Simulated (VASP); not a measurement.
# ZrO2 (Cubic zirconia) (Fm-3m) in VASP: a series of runs

The runs below take ZrO2 (Cubic zirconia) through single point, with LDA.

Everything below comes from runs of VASP 6.6.1. Logs are shortened: lines on timing, memory, paths and dates and some standing lists are left out, and cuts for length are marked.

## Step 1: The cell of the first run

Symmetry: Fm-3m, No. 225, cubic system. The conventional cell has a = 5.137 Å, b = 5.137 Å, c = 5.137 Å, α = 90.00°, β = 90.00°, γ = 90.00°. Within 2.9 Å of Zr (site symmetry m-3m) lie 8 O at 2.22 Å. Within 2.9 Å of O (site symmetry -43m) lie 4 Zr at 2.22 Å and 6 O at 2.57 Å.

## Step 2: Single point, LDA

INCAR

```
SYSTEM = ZrO2
ALGO = Normal
EDIFF = 1E-6
ENCUT = 600
GGA_COMPAT = .False.
ISIF = 2
ISMEAR = 1
LASPH = .True.
LCHARG = .True.
LELF = .True.
LREAL = .False.
LVHAR = .True.
LWAVE = .False.
NBANDS = 19
NELM = 120
PREC = Accurate
SIGMA = 0.1
```

KPOINTS

```
k-points
0
Gamma
  6 6 6
  0 0 0
```

POSCAR

```
ZrO2
1.0
    0.0000000000      2.5683590887      2.5683590887
    2.5683590887      0.0000000000      2.5683590887
    2.5683590887      2.5683590887      0.0000000000
Zr O
1 2
Direct
    0.0000000000      0.0000000000      0.0000000000
    0.2500000000      0.2500000000      0.2500000000
    0.7500000000      0.7500000000      0.7500000000
```

Potentials or basis: VASP PAW LDA potentials, release 64 (Zr_sv, O).

Run with:

```bash
$ cat potpaw_LDA.64/Zr_sv/POTCAR potpaw_LDA.64/O/POTCAR > POTCAR
$ mpirun -np 1 vasp_std > vasp.out
```

OUTCAR:

```text
SYSTEM = ZrO2
   EDIFF = 1E-6
   ENCUT = 600
   ISIF = 2
   ISMEAR = 1
   LASPH = .True.
   LREAL = .False.
   NELM = 120
   PREC = Accurate

 ion  position               nearest neighbor table
   1  0.000  0.000  0.000-   2 2.22   3 2.22   3 2.22   3 2.22   3 2.22   2 2.22   2 2.22   2 2.22

   2  0.250  0.250  0.250-   1 2.22   1 2.22   1 2.22   1 2.22
   3  0.750  0.750  0.750-   1 2.22   1 2.22   1 2.22   1 2.22

  LATTYP: Found a face centered cubic cell.
 ALAT       =     5.1367181774

  Lattice vectors:

 A1 = (   0.0000000000,   2.5683590887,   2.5683590887)
 A2 = (   2.5683590887,   0.0000000000,   2.5683590887)
 A3 = (   2.5683590887,   2.5683590887,   0.0000000000)

Analysis of symmetry for initial positions (statically):
=====================================================================
 Subroutine PRICEL returns:
 Original cell was already a primitive cell.

 Routine SETGRP: Setting up the symmetry group for a
 face centered cubic supercell.

 Subroutine GETGRP returns: Found 48 space group operations
 (whereof 48 operations were pure point group operations)
 out of a pool of 48 trial point group operations.

The static configuration has the point symmetry O_h .

Analysis of symmetry for dynamics (positions and initial velocities):
=====================================================================
 Subroutine PRICEL returns:
 Original cell was already a primitive cell.

 Routine SETGRP: Setting up the symmetry group for a
 face centered cubic supercell.

 Subroutine GETGRP returns: Found 48 space group operations
 (whereof 48 operations were pure point group operations)
 out of a pool of 48 trial point group operations.

The dynamic configuration has the point symmetry O_h .

 Subroutine INISYM returns: Found 48 space group operations
 (whereof 48 operations are pure point group operations),
 and found     1 'primitive' translations

----------------------------------------------------------------------------------------

                                     Primitive cell

  volume of cell :      33.8842

  direct lattice vectors                    reciprocal lattice vectors
     0.000000000  2.568359089  2.568359089    -0.194676828  0.194676828  0.194676828
     2.568359089  0.000000000  2.568359089     0.194676828 -0.194676828  0.194676828
     2.568359089  2.568359089  0.000000000     0.194676828  0.194676828 -0.194676828

  length of vectors
     3.632208256  3.632208256  3.632208256     0.337190157  0.337190157  0.337190157

  position of ions in fractional coordinates (direct lattice)
     0.000000000  0.000000000  0.000000000
     0.250000000  0.250000000  0.250000000
     0.750000000  0.750000000  0.750000000

  ion indices of the primitive-cell ions
   primitive index   ion index
                 1           1
                 2           2
                 3           3

----------------------------------------------------------------------------------------

 KPOINTS: k-points

Automatic generation of k-mesh.
 Grid dimensions read from file:
 generate k-points for:    6    6    6

 Generating k-lattice:

  Cartesian coordinates                     Fractional coordinates (reciprocal lattice)
    -0.032446138  0.032446138  0.032446138     0.166666667  0.000000000  0.000000000
     0.032446138 -0.032446138  0.032446138     0.000000000  0.166666667  0.000000000
     0.032446138  0.032446138 -0.032446138     0.000000000  0.000000000  0.166666667

  Length of vectors
     0.056198359  0.056198359  0.056198359

  Shift w.r.t. Gamma in fractional coordinates (k-lattice)
     0.000000000  0.000000000  0.000000000

 Subroutine IBZKPT returns following result:
 ===========================================

 Found     16 irreducible k-points:

 Following reciprocal coordinates:
            Coordinates               Weight
  0.000000  0.000000  0.000000      1.000000
  0.166667  0.000000  0.000000      8.000000
  0.333333  0.000000  0.000000      8.000000
  0.500000  0.000000  0.000000      4.000000
  0.166667  0.166667  0.000000      6.000000
  0.333333  0.166667  0.000000     24.000000
[... 8 lines left out ...]
 -0.333333  0.333333  0.166667     24.000000
 -0.333333  0.500000  0.166667     12.000000
   k-points           NKPTS =     16   k-points in BZ     NKDIM =     16   number of bands    NBANDS=     19
   number of dos      NEDOS =    301   number of ions     NIONS =      3
   total plane-waves  NPLWV =  27000
   dimension x,y,z NGX =    30 NGY =   30 NGZ =   30
   dimension x,y,z NGXF=    60 NGYF=   60 NGZF=   60
   ions per type =               1   2
   NGX,Y,Z   is equivalent  to a cutoff of  13.73, 13.73, 13.73 a.u.
   NGXF,Y,Z  is equivalent  to a cutoff of  27.46, 27.46, 27.46 a.u.
 SYSTEM =  ZrO2
   PREC   = accura    normal or accurate (medium, high low for compatibility)
   ISTART =      0    job   : 0-new  1-cont  2-samecut
   ICHARG =      2    charge: 1-file 2-atom 10-const
   ISPIN  =      1    spin polarized calculation?
   LNONCOLLINEAR =      F non collinear calculations
   LSORBIT =      F    spin-orbit coupling
   LASPH  =      T    aspherical Exc in radial PAW
   ENCUT  =  600.0 eV  44.10 Ry    6.64 a.u.   7.25  7.25  7.25*2*pi/ulx,y,z
   NELM   =    120;   NELMIN=  2; NELMDL= -5     # of ELM steps
   EDIFF  = 0.1E-05   stopping-criterion for ELM
   LREAL  =      F    real-space projection
   EDIFFG = 0.1E-04   stopping-criterion for IOM
   NSW    =      0    number of steps for IOM
   IBRION =     -1    ionic relax: 0-MD 1-quasi-New 2-CG
   NFREE  =      0    steps in history (QN), initial steepest desc. (CG)
   ISIF   =      2    stress and relaxation
   ISYM   =      2    0-nonsym 1-usesym 2-fastsym
   POTIM  = 0.5000    time-step for ionic-motion
   TEBEG  =    0.0;   TEEND  =   0.0 temperature during run
   PSTRESS=    0.0 pullay stress
   NELECT =      24.0000    total number of electrons
   NUPDOWN=      -1.0000    fix difference up-down
   EMIN   =  10.00;   EMAX   =-10.00  energy-range for DOS
   EFERMI =   0.00;   METHOD = LEGACY
   ISMEAR =     1;   SIGMA  =   0.10  broadening in eV -4-tet -1-fermi 0-gaus
   EFERMI_NEDOS =   21; number of points for ismear=-14 and -15
   IALGO  =     38    algorithm
   IMIX   =      4    mixing-type and parameters
     AMIX     =   0.40;   BMIX     =  1.00
     AMIX_MAG =   1.60;   BMIX_MAG =  1.00
  volume/ion in A,a.u.               =      11.29        76.22
  Fermi-wavevector in a.u.,A,eV,Ry     =   1.459305  2.757687 28.974587  2.129572
  Thomas-Fermi vector in A             =   2.575888
   LORBIT       =      0    0 simple, 1 ext, 2 COOP (PROOUT), +10 PAW based schemes
   GGA     = CA    functional components
   LHFCALC =     F    Hartree Fock is set to
   AEXX    =    0.0000 exact exchange contribution
   IVDW    =     0    specifies the selected vdW correction
   LEPSILON=     F    determine dielectric tensor
   LRPA    =     F    only Hartree local field effects (RPA)
 non-spin polarized calculation
 Methfessel and Paxton  Order N= 1 SIGMA  =   0.10
  energy-cutoff  :      600.00
  volume of cell :       33.88
 maximum number of plane-waves:      1158
 NGX is ok and might be reduce to    30
   NGX = 15   NGY = 15   NGZ = 15

 number of electron      23.9999993 magnetization

 Free energy of the ion-electron system (eV)
  ---------------------------------------------------
  ext. energy  EPLUGINS =         0.00000000
  ---------------------------------------------------
  free energy    TOTEN  =       -31.27700026 eV

  energy without entropy =      -31.27714933  energy(sigma->0) =      -31.27704995

 E-fermi :   6.7069     XC(G=0): -12.1330

 val. band max:        6.6288342771   @ k =   0.5000   0.5000   0.0000
 cond. band min:       9.7867976609   @ k =   0.0000   0.0000   0.0000
 fundamental gap:      3.1579633838
 Fermi energy:         6.7068991267

 k-point     1 :       0.0000    0.0000    0.0000
  band No.  band energies     occupation
      1     -41.2326      2.00000
      2     -19.2149      2.00000
      3     -19.2149      2.00000
      4     -19.2149      2.00000
      5     -11.1636      2.00000
      6      -8.5960      2.00000
[... 11 lines left out ...]
     18      15.6960      0.00000
     19      20.4752      0.00000

 k-point     2 :       0.1667    0.0000    0.0000
  band No.  band energies     occupation
      1     -41.2220      2.00000
      2     -19.3833      2.00000
      3     -19.2313      2.00000
      4     -19.2313      2.00000
      5     -10.8154      2.00000
      6      -8.8494      2.00000
[... 11 lines left out ...]
     18      15.3370      0.00000
     19      19.9050      0.00000

 k-point     3 :       0.3333    0.0000    0.0000
  band No.  band energies     occupation
      1     -41.2009      2.00000
      2     -19.6918      2.00000
      3     -19.2636      2.00000
      4     -19.2636      2.00000
      5     -10.2702      2.00000
      6      -9.1169      2.00000
[... 11 lines left out ...]
     18      15.6891      0.00000
     19      19.3151      0.00000

 k-point     4 :       0.5000    0.0000    0.0000
  band No.  band energies     occupation
      1     -41.1903      2.00000
      2     -19.8344      2.00000
      3     -19.2797      2.00000
      4     -19.2797      2.00000
      5     -10.1882      2.00000
      6      -9.0182      2.00000
[... 231 lines left out ...]
     18      17.0116      0.00000
     19      20.6834      0.00000

 k-point    15 :      -0.3333    0.3333    0.1667
  band No.  band energies     occupation
      1     -41.1798      2.00000
      2     -19.6995      2.00000
      3     -19.5521      2.00000
      4     -19.3427      2.00000
      5      -9.6308      2.00000
      6      -9.3404      2.00000
[... 11 lines left out ...]
     18      17.6466      0.00000
     19      20.9618      0.00000

 k-point    16 :      -0.3333    0.5000    0.1667
  band No.  band energies     occupation
      1     -41.1763      2.00000
      2     -19.7614      2.00000
      3     -19.5098      2.00000
      4     -19.3792      2.00000
      5      -9.6160      2.00000
      6      -9.2788      2.00000
[... 11 lines left out ...]
     18      18.7957      0.00000
     19      20.8943      0.00000

------------------------ aborting loop because EDIFF is reached ----------------------------------------

  FORCE on cell =-STRESS in cart. coord.  units (eV):
  Direction    XX          YY          ZZ          XY          YZ          ZX
  --------------------------------------------------------------------------------------
  -------------------------------------------------------------------------------------
  Total       -3.1586566     -3.1586566     -3.1586566      0.0000000     -0.0000000      0.0000000
  in kB     -149.3536273   -149.3536273   -149.3536273      0.0000000     -0.0000000      0.0000000
  external PRESSURE =    -149.3536273 kB  Pullay stress =       0.0000000 kB

 VOLUME and BASIS-vectors are now :
 -----------------------------------------------------------------------------
  energy-cutoff  :      600.00
  volume of cell :       33.88
      direct lattice vectors                 reciprocal lattice vectors
     0.000000000  2.568359089  2.568359089    -0.194676828  0.194676828  0.194676828
     2.568359089  0.000000000  2.568359089     0.194676828 -0.194676828  0.194676828
     2.568359089  2.568359089  0.000000000     0.194676828  0.194676828 -0.194676828

 POSITION                                       TOTAL-FORCE (eV/Angst)
 -----------------------------------------------------------------------------------
      0.00000      0.00000      0.00000         0.000000      0.000000     -0.000000
      1.28418      1.28418      1.28418         0.000000      0.000000      0.000000
      3.85254      3.85254      3.85254        -0.000000     -0.000000     -0.000000
 -----------------------------------------------------------------------------------
    total drift:                                0.000000     -0.000000      0.000000

  FREE ENERGIE OF THE ION-ELECTRON SYSTEM (eV)
  ---------------------------------------------------
  free  energy   TOTEN  =       -31.2770002620 eV

  energy  without entropy=      -31.2771493301  energy(sigma->0) =      -31.27704995
```

It took 6.6 s on 1 thread of Intel Xeon 6975P-C (Granite Rapids), shared host; peak memory 0.15 GiB.

What came out:

```yaml
Free_energy: -31.2770 eV
Pressure: -14.9 GPa
Band_gap_on_the_k_mesh: 3.16 eV, indirect (least direct gap 3.56 eV)
```

## Step 3: Single point, LDA

This run uses another cell than the first one, of 11.51 Å³/atom, 1.019 times its volume.

INCAR

```
PREC     = Accurate       # precision mode
ENCUT    = 600            # plane-wave cutoff, eV
EDIFF    = 1E-6           # SCF threshold, eV
ISMEAR   = 1              # smearing method
SIGMA    = 0.1            # smearing width, eV
LREAL    = F              # projectors in reciprocal space
LASPH    = T              # aspherical terms in the spheres
NELM     = 120            # most SCF steps
ALGO     = Normal         # electronic algorithm
ISIF     = 2              # what is computed and relaxed
LWAVE    = F              # write WAVECAR
LCHARG   = F              # write CHGCAR
NBANDS   = 19             # bands
GGA_COMPAT= F
```

KPOINTS

```
regular mesh
0
Gamma
  6 6 6
```

POSCAR

```
ZrO2
1.0
    0.0000000000      2.5847185048      2.5847185048
    2.5847185048      0.0000000000      2.5847185048
    2.5847185048      2.5847185048      0.0000000000
Zr O
1 2
Direct
    0.0000000000      0.0000000000      0.0000000000
    0.2500000000      0.2500000000      0.2500000000
    0.7500000000      0.7500000000      0.7500000000
```

Potentials or basis: VASP PAW LDA potentials, release 64 (Zr_sv, O).

Run with:

```bash
$ cat potpaw_LDA.64/Zr_sv/POTCAR potpaw_LDA.64/O/POTCAR > POTCAR
$ mpirun -np 1 vasp_std > vasp.out
```

OUTCAR:

```text
PREC = Accurate
   ENCUT = 600
   EDIFF = 1E-6
   ISMEAR = 1
   LREAL = F
   LASPH = T
   NELM = 120
   ISIF = 2

 ion  position               nearest neighbor table
   1  0.000  0.000  0.000-   2 2.24   3 2.24   3 2.24   3 2.24   3 2.24   2 2.24   2 2.24   2 2.24

   2  0.250  0.250  0.250-   1 2.24   1 2.24   1 2.24   1 2.24
   3  0.750  0.750  0.750-   1 2.24   1 2.24   1 2.24   1 2.24

  LATTYP: Found a face centered cubic cell.
 ALAT       =     5.1694370096

  Lattice vectors:

 A1 = (   0.0000000000,   2.5847185048,   2.5847185048)
 A2 = (   2.5847185048,   0.0000000000,   2.5847185048)
 A3 = (   2.5847185048,   2.5847185048,   0.0000000000)

Analysis of symmetry for initial positions (statically):
=====================================================================
 Subroutine PRICEL returns:
 Original cell was already a primitive cell.

 Routine SETGRP: Setting up the symmetry group for a
 face centered cubic supercell.

 Subroutine GETGRP returns: Found 48 space group operations
 (whereof 48 operations were pure point group operations)
 out of a pool of 48 trial point group operations.

The static configuration has the point symmetry O_h .

Analysis of symmetry for dynamics (positions and initial velocities):
=====================================================================
 Subroutine PRICEL returns:
 Original cell was already a primitive cell.

 Routine SETGRP: Setting up the symmetry group for a
 face centered cubic supercell.

 Subroutine GETGRP returns: Found 48 space group operations
 (whereof 48 operations were pure point group operations)
 out of a pool of 48 trial point group operations.

The dynamic configuration has the point symmetry O_h .

 Subroutine INISYM returns: Found 48 space group operations
 (whereof 48 operations are pure point group operations),
 and found     1 'primitive' translations

[... 104 lines left out ...]
   IALGO  =     38    algorithm
   IMIX   =      4    mixing-type and parameters
     AMIX     =   0.40;   BMIX     =  1.00
     AMIX_MAG =   1.60;   BMIX_MAG =  1.00
  volume/ion in A,a.u.               =      11.51        77.69
  Fermi-wavevector in a.u.,A,eV,Ry     =   1.450069  2.740233 28.608971  2.102700
  Thomas-Fermi vector in A             =   2.567723
   LORBIT       =      0    0 simple, 1 ext, 2 COOP (PROOUT), +10 PAW based schemes
   GGA     = CA    functional components
   LHFCALC =     F    Hartree Fock is set to
   AEXX    =    0.0000 exact exchange contribution
   IVDW    =     0    specifies the selected vdW correction
   LEPSILON=     F    determine dielectric tensor
   LRPA    =     F    only Hartree local field effects (RPA)
 non-spin polarized calculation
 Methfessel and Paxton  Order N= 1 SIGMA  =   0.10
  energy-cutoff  :      600.00
  volume of cell :       34.54
 maximum number of plane-waves:      1167
 NGX is ok and might be reduce to    30
   NGX = 15   NGY = 15   NGZ = 15

 number of electron      23.9999996 magnetization

 Free energy of the ion-electron system (eV)
  ---------------------------------------------------
  ext. energy  EPLUGINS =         0.00000000
  ---------------------------------------------------
  free energy    TOTEN  =       -31.21017791 eV

  energy without entropy =      -31.21033919  energy(sigma->0) =      -31.21023167

 E-fermi :   6.4939     XC(G=0): -12.0342

 val. band max:        6.4169977574   @ k =   0.5000   0.5000   0.0000
 cond. band min:       9.5235542075   @ k =   0.0000   0.0000   0.0000
 fundamental gap:      3.1065564500
 Fermi energy:         6.4939446708

 k-point     1 :       0.0000    0.0000    0.0000
  band No.  band energies     occupation
      1     -41.5325      2.00000
      2     -19.5115      2.00000
      3     -19.5115      2.00000
      4     -19.5115      2.00000
      5     -11.2841      2.00000
      6      -8.7876      2.00000
[... 329 lines left out ...]
      6      -9.4822      2.00000
[... 11 lines left out ...]
     18      18.4531      0.00000
     19      20.4460      0.00000

------------------------ aborting loop because EDIFF is reached ----------------------------------------

  FORCE on cell =-STRESS in cart. coord.  units (eV):
  Direction    XX          YY          ZZ          XY          YZ          ZX
  --------------------------------------------------------------------------------------
  -------------------------------------------------------------------------------------
  Total       -4.0289992     -4.0289992     -4.0289992      0.0000000      0.0000000     -0.0000000
  in kB     -186.9123537   -186.9123537   -186.9123537      0.0000000      0.0000000     -0.0000000
  external PRESSURE =    -186.9123537 kB  Pullay stress =       0.0000000 kB

 VOLUME and BASIS-vectors are now :
 -----------------------------------------------------------------------------
  energy-cutoff  :      600.00
  volume of cell :       34.54
      direct lattice vectors                 reciprocal lattice vectors
     0.000000000  2.584718505  2.584718505    -0.193444663  0.193444663  0.193444663
     2.584718505  0.000000000  2.584718505     0.193444663 -0.193444663  0.193444663
     2.584718505  2.584718505  0.000000000     0.193444663  0.193444663 -0.193444663

 POSITION                                       TOTAL-FORCE (eV/Angst)
 -----------------------------------------------------------------------------------
      0.00000      0.00000      0.00000         0.000000     -0.000000      0.000000
      1.29236      1.29236      1.29236         0.000000      0.000000      0.000000
      3.87708      3.87708      3.87708        -0.000000     -0.000000     -0.000000
 -----------------------------------------------------------------------------------
    total drift:                                0.000000     -0.000000      0.000000

  FREE ENERGIE OF THE ION-ELECTRON SYSTEM (eV)
  ---------------------------------------------------
  free  energy   TOTEN  =       -31.2101779093 eV

  energy  without entropy=      -31.2103391903  energy(sigma->0) =      -31.21023167
```

It took 6.3 s on 1 thread of Intel Xeon 6975P-C (Granite Rapids), shared host; peak memory 0.15 GiB.

What came out:

```yaml
Free_energy: -31.2102 eV
Pressure: -18.7 GPa
Band_gap_on_the_k_mesh: 3.11 eV, indirect (least direct gap 3.49 eV)
```

A k mesh can miss the band edges. As with any semilocal functional, this LDA gap is likely too small.
